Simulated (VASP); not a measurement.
# CaTe2As2 (P6_3/mmc) in VASP: further runs, part 2 of 2

VASP 6.6.1.

### 3 Single point, PBE

The input, INCAR:

```
PREC = Accurate
ENCUT = 500
EDIFF = 1E-6
ISMEAR = -1
SIGMA = 0.1
LREAL = False
LASPH = True
NELM = 120
ALGO = Normal
ISIF = 2
LWAVE = False
LCHARG = False
GGA = PE
NBANDS = 43
GGA_COMPAT = False
```

The input, KPOINTS:

```
regular mesh
0
Gamma
  5 5 1
```

The input, POSCAR:

```
CaTe2As2
1.0
    4.2895570000      0.0000000000      0.0000000000
   -2.1447780000      3.7148690000      0.0000000000
    0.0000000000      0.0000000000     18.3300430000
Te As Ca
4 4 2
Direct
    0.3333300000      0.6666700000      0.1719800000
    0.6666700000      0.3333300000      0.6719800000
    0.3333300000      0.6666700000      0.3280200000
    0.6666700000      0.3333300000      0.8280200000
    0.3333300000      0.6666700000      0.6036200000
    0.6666700000      0.3333300000      0.1036200000
    0.3333300000      0.6666700000      0.8963800000
    0.6666700000      0.3333300000      0.3963800000
    0.0000000000      0.0000000000      0.0000000000
    0.0000000000      0.0000000000      0.5000000000
```

Potentials or basis: VASP PAW PBE potentials, release 64 (Te, As, Ca_sv).

On the command line:

```bash
cat potpaw_PBE.64/Te/POTCAR potpaw_PBE.64/As/POTCAR potpaw_PBE.64/Ca_sv/POTCAR > POTCAR
mpirun -np 1 vasp_std > vasp.out
```

OUTCAR:

```text
PREC = Accurate
   ENCUT = 500
   EDIFF = 1E-6
   ISMEAR = -1
   LREAL = False
   LASPH = True
   NELM = 120
   ISIF = 2
   GGA = PE

 ion  position               nearest neighbor table
   1  0.333  0.667  0.172-   6 2.78   6 2.78   6 2.78   3 2.86
   2  0.667  0.333  0.672-   5 2.78   5 2.78   5 2.78   4 2.86
   3  0.333  0.667  0.328-   8 2.78   8 2.78   8 2.78   1 2.86
   4  0.667  0.333  0.828-   7 2.78   7 2.78   7 2.78   2 2.86
   5  0.333  0.667  0.604-   2 2.78   2 2.78   2 2.78
   6  0.667  0.333  0.104-   1 2.78   1 2.78   1 2.78
   7  0.333  0.667  0.896-   4 2.78   4 2.78   4 2.78
   8  0.667  0.333  0.396-   3 2.78   3 2.78   3 2.78
   9  0.000  0.000  0.000-
  10  0.000  0.000  0.500-

  LATTYP: Found a hexagonal cell.
 ALAT       =     4.2895570000
 C/A-ratio  =     4.2731785590

  Lattice vectors:

 A1 = (   4.2895570000,   0.0000000000,   0.0000000000)
 A2 = (  -2.1447780000,   3.7148690000,   0.0000000000)
 A3 = (   0.0000000000,   0.0000000000,  18.3300430000)

Analysis of symmetry for initial positions (statically):
=====================================================================
 Subroutine PRICEL returns:
 Original cell was already a primitive cell.

 Routine SETGRP: Setting up the symmetry group for a
 hexagonal supercell.

 Subroutine GETGRP returns: Found  8 space group operations
 (whereof  4 operations were pure point group operations)
 out of a pool of 24 trial point group operations.

The static configuration has the point symmetry C_2h.
 The point group associated with its full space group is D_2h.

Analysis of symmetry for dynamics (positions and initial velocities):
=====================================================================
 Subroutine PRICEL returns:
 Original cell was already a primitive cell.

 Routine SETGRP: Setting up the symmetry group for a
 hexagonal supercell.

 Subroutine GETGRP returns: Found  8 space group operations
 (whereof  4 operations were pure point group operations)
 out of a pool of 24 trial point group operations.

The dynamic configuration has the point symmetry C_2h.
 The point group associated with its full space group is D_2h.

 Subroutine INISYM returns: Found  8 space group operations
 (whereof  4 operations are pure point group operations),
 and found     1 'primitive' translations

----------------------------------------------------------------------------------------

                                     Primitive cell

  volume of cell :     292.0918

  direct lattice vectors                    reciprocal lattice vectors
     4.289557000  0.000000000  0.000000000     0.233124306  0.134594217  0.000000000
    -2.144778000  3.714869000  0.000000000     0.000000000  0.269188496  0.000000000
     0.000000000  0.000000000 18.330043000     0.000000000  0.000000000  0.054555246

  length of vectors
     4.289557000  4.289559926 18.330043000     0.269188680  0.269188496  0.054555246

  position of ions in fractional coordinates (direct lattice)
     0.333330000  0.666670000  0.171980000
     0.666670000  0.333330000  0.671980000
     0.333330000  0.666670000  0.328020000
     0.666670000  0.333330000  0.828020000
     0.333330000  0.666670000  0.603620000
[... 52 lines left out ...]
  0.200000  0.200000  0.000000      2.000000
 -0.200000  0.400000  0.000000      4.000000
  0.400000  0.200000  0.000000      4.000000
  0.400000  0.400000  0.000000      2.000000
   k-points           NKPTS =      9   k-points in BZ     NKDIM =      9   number of bands    NBANDS=     43
   number of dos      NEDOS =    301   number of ions     NIONS =     10
   total plane-waves  NPLWV = 143360
   dimension x,y,z NGX =    32 NGY =   32 NGZ =  140
   dimension x,y,z NGXF=    64 NGYF=   64 NGZF=  280
   ions per type =               4   4   2
   NGX,Y,Z   is equivalent  to a cutoff of  12.40, 12.40, 12.70 a.u.
   NGXF,Y,Z  is equivalent  to a cutoff of  24.80, 24.80, 25.39 a.u.
 SYSTEM =  unknown system
   PREC   = accura    normal or accurate (medium, high low for compatibility)
   ISTART =      0    job   : 0-new  1-cont  2-samecut
   ICHARG =      2    charge: 1-file 2-atom 10-const
   ISPIN  =      1    spin polarized calculation?
   LNONCOLLINEAR =      F non collinear calculations
   LSORBIT =      F    spin-orbit coupling
   LASPH  =      T    aspherical Exc in radial PAW
   ENCUT  =  500.0 eV  36.75 Ry    6.06 a.u.   7.82  7.82 33.42*2*pi/ulx,y,z
   NELM   =    120;   NELMIN=  2; NELMDL= -5     # of ELM steps
   EDIFF  = 0.1E-05   stopping-criterion for ELM
   LREAL  =      F    real-space projection
   EDIFFG = 0.1E-04   stopping-criterion for IOM
   NSW    =      0    number of steps for IOM
   IBRION =     -1    ionic relax: 0-MD 1-quasi-New 2-CG
   NFREE  =      0    steps in history (QN), initial steepest desc. (CG)
   ISIF   =      2    stress and relaxation
   ISYM   =      2    0-nonsym 1-usesym 2-fastsym
   POTIM  = 0.5000    time-step for ionic-motion
   TEBEG  =    0.0;   TEEND  =   0.0 temperature during run
   PSTRESS=    0.0 pullay stress
   NELECT =      64.0000    total number of electrons
   NUPDOWN=      -1.0000    fix difference up-down
   EMIN   =  10.00;   EMAX   =-10.00  energy-range for DOS
   EFERMI =   0.00;   METHOD = LEGACY
   ISMEAR =    -1;   SIGMA  =   0.10  broadening in eV -4-tet -1-fermi 0-gaus
   EFERMI_NEDOS =   21; number of points for ismear=-14 and -15
   IALGO  =     38    algorithm
   IMIX   =      4    mixing-type and parameters
     AMIX     =   0.40;   BMIX     =  1.00
     AMIX_MAG =   1.60;   BMIX_MAG =  1.00
  volume/ion in A,a.u.               =      29.21       197.11
  Fermi-wavevector in a.u.,A,eV,Ry     =   0.986950  1.865064 13.253023  0.974070
  Thomas-Fermi vector in A             =   2.118368
   LORBIT       =      0    0 simple, 1 ext, 2 COOP (PROOUT), +10 PAW based schemes
   GGA     = PE    functional components
   LHFCALC =     F    Hartree Fock is set to
   AEXX    =    0.0000 exact exchange contribution
   IVDW    =     0    specifies the selected vdW correction
   LEPSILON=     F    determine dielectric tensor
   LRPA    =     F    only Hartree local field effects (RPA)
 non-spin polarized calculation
  energy-cutoff  :      500.00
  volume of cell :      292.09
 maximum number of plane-waves:      7432
   NGX = 15   NGY = 15   NGZ = 67

 number of electron      64.0000002 magnetization

 Free energy of the ion-electron system (eV)
  ---------------------------------------------------
  ext. energy  EPLUGINS =         0.00000000
  ---------------------------------------------------
  free energy    TOTEN  =       -33.95622667 eV

  energy without entropy =      -33.61343016  energy(sigma->0) =      -33.78482842

 E-fermi :   5.2836     XC(G=0):  -9.0785

 val. band max:        5.2013736026   @ k =   0.0000   0.0000   0.0000
 cond. band min:       5.3466765999   @ k =   0.2000   0.2000   0.0000
 fundamental gap:      0.1453029973
 Fermi energy:         5.2835878666

 k-point     1 :       0.0000    0.0000    0.0000
  band No.  band energies     occupation
      1     -36.3713      2.00000
      2     -36.3713      2.00000
      3     -17.4244      2.00000
      4     -17.4244      2.00000
      5     -17.3588      2.00000
      6     -17.3588      2.00000
[... 403 lines left out ...]
     42       8.0437      0.00000
     43       8.6774      0.00000

------------------------ aborting loop because EDIFF is reached ----------------------------------------

  FORCE on cell =-STRESS in cart. coord.  units (eV):
  Direction    XX          YY          ZZ          XY          YZ          ZX
  --------------------------------------------------------------------------------------
  -------------------------------------------------------------------------------------
  Total        9.3833181      9.3831154      9.0604075     -0.0001904      0.0000000      0.0000000
  in kB       51.4692208     51.4681086     49.6979969     -0.0010443      0.0000000      0.0000000
  external PRESSURE =      50.8784421 kB  Pullay stress =       0.0000000 kB

 VOLUME and BASIS-vectors are now :
 -----------------------------------------------------------------------------
  energy-cutoff  :      500.00
  volume of cell :      292.09
      direct lattice vectors                 reciprocal lattice vectors
     4.289557000  0.000000000  0.000000000     0.233124306  0.134594217  0.000000000
    -2.144778000  3.714869000  0.000000000     0.000000000  0.269188496  0.000000000
     0.000000000  0.000000000 18.330043000     0.000000000  0.000000000  0.054555246

 POSITION                                       TOTAL-FORCE (eV/Angst)
 -----------------------------------------------------------------------------------
     -0.00002      2.47659      3.15240        -0.000144      0.000083     -0.702522
      2.14480      1.23828     12.31742         0.000144     -0.000083     -0.702522
     -0.00002      2.47659      6.01262        -0.000144      0.000083      0.702522
      2.14480      1.23828     15.17764         0.000144     -0.000083      0.702522
     -0.00002      2.47659     11.06438        -0.000112      0.000065     -0.683771
      2.14480      1.23828      1.89936         0.000112     -0.000065     -0.683771
     -0.00002      2.47659     16.43068        -0.000112      0.000065      0.683771
      2.14480      1.23828      7.26566         0.000112     -0.000065      0.683771
      0.00000      0.00000      0.00000         0.000000      0.000000     -0.000000
      0.00000      0.00000      9.16502        -0.000000      0.000000     -0.000000
 -----------------------------------------------------------------------------------
    total drift:                                0.000000     -0.000000      0.000000

  FREE ENERGIE OF THE ION-ELECTRON SYSTEM (eV)
  ---------------------------------------------------
  free  energy   TOTEN  =       -33.9562266716 eV

  energy  without entropy=      -33.6134301594  energy(sigma->0) =      -33.78482842
```

Wall time 5 min (1 thread of Intel Xeon 8259CL, shared host); peak memory 0.41 GiB.

Results:

```yaml
Free_energy: -33.9562 eV
Pressure: 5.1 GPa
Largest_force: 0.703 eV/Å
Band_gap_on_the_k_mesh: zero (bands 32 and 33 overlap by 0.34 eV)
```

Forces on the atoms (eV/Å):
```
Te   0.000  0.000 -0.703
Te   0.000  0.000 -0.703
Te   0.000  0.000  0.703
Te   0.000  0.000  0.703
As   0.000  0.000 -0.684
As   0.000  0.000 -0.684
As   0.000  0.000  0.684
As   0.000  0.000  0.684
Ca   0.000  0.000  0.000
Ca   0.000  0.000  0.000
```

Caveat: the cell stands under pressure; spin-orbit coupling is left out, which moves the levels of the heavy elements.

### 4 Single point, PBE

The input, INCAR:

```
PREC = Accurate
ENCUT = 500
EDIFF = 1E-6
ISMEAR = -1
SIGMA = 0.1
LREAL = F
LASPH = T
NELM = 120
ALGO = Normal
ISIF = 2
LWAVE = F
LCHARG = F
GGA = PE
NBANDS = 43
ISYM = 0
GGA_COMPAT = F
```

The input, KPOINTS:

```
Automatic mesh
0
Gamma
  5 5 1
  0.5 0.5 0
```

POSCAR is that of step 3.

Potentials or basis: VASP PAW PBE potentials, release 64 (Te, As, Ca_sv).

On the command line:

```bash
cat potpaw_PBE.64/Te/POTCAR potpaw_PBE.64/As/POTCAR potpaw_PBE.64/Ca_sv/POTCAR > POTCAR
mpirun -np 1 vasp_std > vasp.out
```

OUTCAR:

```text
PREC = Accurate
   ENCUT = 500
   EDIFF = 1E-6
   ISMEAR = -1
   LREAL = F
   LASPH = T
   NELM = 120
   ISIF = 2
   GGA = PE
   ISYM = 0

 ion  position               nearest neighbor table
   1  0.333  0.667  0.172-   6 2.78   6 2.78   6 2.78   3 2.86
   2  0.667  0.333  0.672-   5 2.78   5 2.78   5 2.78   4 2.86
   3  0.333  0.667  0.328-   8 2.78   8 2.78   8 2.78   1 2.86
   4  0.667  0.333  0.828-   7 2.78   7 2.78   7 2.78   2 2.86
   5  0.333  0.667  0.604-   2 2.78   2 2.78   2 2.78
   6  0.667  0.333  0.104-   1 2.78   1 2.78   1 2.78
   7  0.333  0.667  0.896-   4 2.78   4 2.78   4 2.78
   8  0.667  0.333  0.396-   3 2.78   3 2.78   3 2.78
   9  0.000  0.000  0.000-
  10  0.000  0.000  0.500-

IMPORTANT INFORMATION: All symmetrisations will be switched off!
NOSYMM: (Re-)initialisation of all symmetry stuff for point group C_1.

----------------------------------------------------------------------------------------

                                     Primitive cell

  volume of cell :     292.0918

[... 154 lines left out ...]
 cond. band min:       5.2866017295   @ k =  -0.1000   0.1000   0.0000
 fundamental gap:      0.0113793500
 Fermi energy:         5.2818169148

 k-point     1 :       0.1000    0.1000    0.0000
  band No.  band energies     occupation
      1     -36.4317      2.00000
      2     -36.4316      2.00000
      3     -17.4725      2.00000
      4     -17.4724      2.00000
      5     -17.4342      2.00000
      6     -17.4341      2.00000
[... 1093 lines left out ...]
     42       7.6951      0.00000
     43       7.8268      0.00000

 [... further k-points ...]
[... 5 lines left out ...]
  --------------------------------------------------------------------------------------
  -------------------------------------------------------------------------------------
  Total        9.8602786      9.8601205      9.0374445     -0.0001751      0.0000030     -0.0000030
  in kB       54.0854362     54.0845690     49.5720404     -0.0009606      0.0000162     -0.0000163
  external PRESSURE =      52.5806818 kB  Pullay stress =       0.0000000 kB

 VOLUME and BASIS-vectors are now :
 -----------------------------------------------------------------------------
  energy-cutoff  :      500.00
  volume of cell :      292.09
      direct lattice vectors                 reciprocal lattice vectors
     4.289557000  0.000000000  0.000000000     0.233124306  0.134594217  0.000000000
    -2.144778000  3.714869000  0.000000000     0.000000000  0.269188496  0.000000000
     0.000000000  0.000000000 18.330043000     0.000000000  0.000000000  0.054555246

 POSITION                                       TOTAL-FORCE (eV/Angst)
 -----------------------------------------------------------------------------------
     -0.00002      2.47659      3.15240        -0.000173      0.000101     -0.895274
      2.14480      1.23828     12.31742         0.000173     -0.000100     -0.895347
     -0.00002      2.47659      6.01262        -0.000174      0.000100      0.895283
      2.14480      1.23828     15.17764         0.000173     -0.000100      0.895277
     -0.00002      2.47659     11.06438        -0.000143      0.000081     -0.468857
      2.14480      1.23828      1.89936         0.000143     -0.000082     -0.468809
     -0.00002      2.47659     16.43068        -0.000143      0.000081      0.468869
      2.14480      1.23828      7.26566         0.000143     -0.000082      0.468873
      0.00000      0.00000      0.00000         0.000000      0.000001     -0.000053
      0.00000      0.00000      9.16502         0.000000     -0.000000      0.000036
 -----------------------------------------------------------------------------------
    total drift:                                0.000001      0.000001      0.000046

  FREE ENERGIE OF THE ION-ELECTRON SYSTEM (eV)
  ---------------------------------------------------
  free  energy   TOTEN  =       -33.9302578892 eV

  energy  without entropy=      -33.5518567173  energy(sigma->0) =      -33.74105730
```

stdout:

```text
POSCAR found type information on POSCAR TeAsCa
 POSCAR found :  3 types and      10 ions
 scaLAPACK will be used
 LDA part: xc-table for (Slater+PW92), standard interpolation
 POSCAR, INCAR and KPOINTS ok, starting setup
 FFT: planning ... GRIDC
 FFT: planning ... GRID_SOFT
 FFT: planning ... GRID
 WAVECAR not read
 entering main loop
```

Run time: 14 min. Hardware: 1 thread of Intel Xeon 8259CL, shared host; peak memory 0.63 GiB.

What came out:

- Free energy: -33.9303 eV
- Pressure: 5.3 GPa
- Largest force: 0.895 eV/Å
- Band gap on the k mesh: zero (bands 32 and 33 overlap by 0.54 eV)

Forces on the atoms (eV/Å):
```
Te   0.000  0.000 -0.895
Te   0.000  0.000 -0.895
Te   0.000  0.000  0.895
Te   0.000  0.000  0.895
As   0.000  0.000 -0.469
As   0.000  0.000 -0.469
As   0.000  0.000  0.469
As   0.000  0.000  0.469
Ca   0.000  0.000  0.000
Ca   0.000  0.000  0.000
```

Caveat: the cell stands under pressure; spin-orbit coupling is left out, which moves the levels of the heavy elements.

### 5 Single point, PBE, collinear spin

The input, INCAR:

```
PREC = Accurate
ENCUT = 500
EDIFF = 1E-6
ISMEAR = -1
SIGMA = 0.1
LREAL = False
LASPH = True
NELM = 200
ALGO = Normal
ISIF = 2
LWAVE = False
LCHARG = False
ISPIN = 2
MAGMOM = 0.2 0.2 0.2 0.2 0.2 0.2 0.2 0.2 0.2 0.2
LORBIT = 11
GGA = PE
NBANDS = 47
GGA_COMPAT = False
```

The input, KPOINTS:

```
regular mesh
0
Gamma
  5 5 1
```

POSCAR is that of step 4.

On the command line:

```bash
cat potpaw_PBE.64/Te/POTCAR potpaw_PBE.64/As/POTCAR potpaw_PBE.64/Ca_sv/POTCAR > POTCAR
mpirun -np 1 vasp_std > vasp.out
```

Wall time 8.3 min (1 thread of Intel Xeon 8259CL, shared host); peak memory 0.59 GiB.

It converged, with:

```
Free energy                                           : -33.9562 eV
Pressure                                              : 5.1 GPa
Largest force                                         : 0.703 eV/Å
Band gap on the k mesh                                : zero (filled and empty bands overlap)
Net moment                                            : 0.00 μB per cell
Valence electrons inside the program's atomic spheres : Te 3.31; As 2.74; Ca 8.12
```

Forces on the atoms (eV/Å):
```
Te   0.000  0.000 -0.703
Te   0.000  0.000 -0.703
Te   0.000  0.000  0.703
Te   0.000  0.000  0.703
As   0.000  0.000 -0.684
As   0.000  0.000 -0.684
As   0.000  0.000  0.684
As   0.000  0.000  0.684
Ca   0.000  0.000  0.000
Ca   0.000  0.000  0.000
```

Stress tensor (GPa, compression positive):
```
5.15 0.00 0.00
0.00 5.15 0.00
0.00 0.00 4.97
```

Levels at points of the mesh, in eV from the Fermi level:
Spin up:
| k point | band 30 | band 31 | band 32 | band 33 | band 34 | band 35 |
| --- | --- | --- | --- | --- | --- | --- |
| (0.00, 0.00, 0.00) | -1.14 | -0.67 | -0.67 | -0.16 | -0.16 | -0.08 |
Spin down:
| k point | band 29 | band 30 | band 31 | band 32 | band 33 | band 34 | band 35 | band 36 |
| --- | --- | --- | --- | --- | --- | --- | --- | --- |
| (0.00, 0.00, 0.00) | -1.18 | -1.14 | -0.67 | -0.67 | -0.16 | -0.16 | -0.08 | -0.08 |

Caveat: the cell stands under pressure; spin-orbit coupling is left out, which moves the levels of the heavy elements.

### 6 Overview

| spin | k mesh | gap on the mesh (eV) | pressure (GPa) | largest force (eV/Å) |
| --- | --- | --- | --- | --- |
| off | 5 × 5 × 1 | none | 5.1 | 0.70 |
| off | 5 × 5 × 1, shifted | none | 5.3 | 0.90 |
| collinear | 5 × 5 × 1 | none | 5.1 | 0.70 |

Alike in all rows: task single point; level PBE; potentials or basis VASP PAW PBE potentials, release 64 (Te, As, Ca_sv); cell as given; cutoff (eV) 500; smearing fermi-dirac 0.1 eV.

Caveats: the cell stands under pressure; spin-orbit coupling is left out, which moves the levels of the heavy elements.

Total energies depend on the potentials used, so only differences within one code and one set of settings carry meaning.

The gap in the log of VASP goes by the Fermi energy; the results here count the filled bands.